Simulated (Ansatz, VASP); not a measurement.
## One calculation of AlN, two programs

Contents of INCAR:

```
SYSTEM = AlN
PREC = Accurate
ENCUT = 520
EDIFF = 1E-6
ISMEAR = 0
SIGMA = 0.05
LREAL = .False.
LASPH = .True.
NELM = 60
ALGO = Normal
ISIF = 2
LWAVE = .False.
LCHARG = .False.
NBANDS = 26
```

KPOINTS

```
regular mesh
0
Gamma
  8 8 3
  0 0 0
```

POSCAR

```
AlN
1.0
   -3.1110021516      0.0000000000      0.0000000000
   -1.5555010758     -2.6942068945      0.0000000000
   -0.6222004303      0.0000000000      9.9560000000
Al N
4 4
Direct
    0.1525833333      0.3333333333      0.9037500000
    0.2525833333      0.3333333333      0.4037500000
    0.6359166667      0.6666666667      0.1537500000
    0.5359166667      0.6666666667      0.6537500000
    0.3140833333      0.3333333333      0.0962500000
    0.2140833333      0.3333333333      0.5962500000
    0.5974166667      0.6666666667      0.3462500000
    0.4974166667      0.6666666667      0.8462500000
```

Input for Ansatz:

```yaml
crystal:
  lattice:
    - [-3.1110021516, 0.0, 0.0]
    - [-1.5555010758, -2.6942068945, 0.0]
    - [-0.6222004303, 0.0, 9.956]
  atoms:
    - { symbol: Al, position: [0.1525833333, 0.3333333333, 0.90375] }
    - { symbol: Al, position: [0.2525833333, 0.3333333333, 0.40375] }
    - { symbol: Al, position: [0.6359166667, 0.6666666667, 0.15375] }
    - { symbol: Al, position: [0.5359166667, 0.6666666667, 0.65375] }
    - { symbol: "N", position: [0.3140833333, 0.3333333333, 0.09625] }
    - { symbol: "N", position: [0.2140833333, 0.3333333333, 0.59625] }
    - { symbol: "N", position: [0.5974166667, 0.6666666667, 0.34625] }
    - { symbol: "N", position: [0.4974166667, 0.6666666667, 0.84625] }
basis:
  ecutwfc: 420
kpoints:
  mp_grid: { grid: [8, 8, 3] }
hamiltonian:
  xc: lda
scf:
  occupations: { method: gaussian, width: 0.05 }
output:
  forces: true
  stress: true
  eigenvalues: true
```

Alike in both runs: task single point; functional LDA; k mesh 8 × 8 × 3; occupations gaussian, width 0.05 eV; no spin polarisation.

|  | VASP | Ansatz |
| --- | --- | --- |
| version | VASP 6.6.1 | Ansatz 0.2.0 |
| potentials or method | VASP PAW LDA potentials, release 64 (Al, N), cutoff 520 eV | scalar-relativistic, plane waves, PAW |
| valence electrons in the cell | 32 | 32 |

|  | VASP | Ansatz | Ansatz less VASP |
| --- | --- | --- | --- |
| gap on the k mesh at the Fermi level (eV) | 3.78 | 3.77 | -0.005 |
| least direct gap on the mesh (eV) | 3.78 | 3.77 | -0.005 |
| pressure (GPa) | -4.3 | -4.9 | -0.54 |
| traceless stress, the component that is largest in VASP (GPa) | 5.90 | 5.90 | -0.003 |
| rms of the force components (eV/Å) | 0.383 | 0.381 | -0.0011 |

LDA's correlation is that of Perdew and Zunger in VASP and of Perdew and Wang (1992) in Ansatz. Atom by atom the forces differ by 0.005 eV/Å (rms over components).
